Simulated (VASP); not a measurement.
Input of a VASP 6.6.1 run:

The input INCAR:

```
PREC = Accurate ; ENCUT = 520
EDIFF = 1E-7 ; ISMEAR = -1
SIGMA = 0.08 ; LREAL = False
LASPH = True ; NELM = 100
ALGO = Normal ; ISIF = 2
LWAVE = False ; LCHARG = False
GGA = PE ; NBANDS = 20
```

The input KPOINTS:

```
Automatic mesh
0
Gamma
  13 13 13
```

File POSCAR:

```
Tl
1.0
   -2.8720874194      2.8720874194      1.5356604182
    2.8720874194     -2.8720874194      1.5356604182
    2.8720874194      2.8720874194     -1.5356604182
Tl
2
Direct
   -0.3750000000     -0.1250000000     -0.2500000000
    0.3750000000      0.1250000000      0.2500000000
```

Potentials or basis: VASP PAW PBE potentials, release 64 (Tl_d).

Run with:

```sh
$ cat potpaw_PBE.64/Tl_d/POTCAR > POTCAR
$ mpirun -np 1 vasp_std > vasp.out
```

(1) What does it give for the pressure?

(2) Estimate the band gap on the k mesh.

Results:

(1) 13.2 GPa.

(2) zero (bands 13 and 14 overlap by 6.61 eV).

Caveat: the cell stands under pressure; spin-orbit coupling is left out, which moves the levels of the heavy elements.
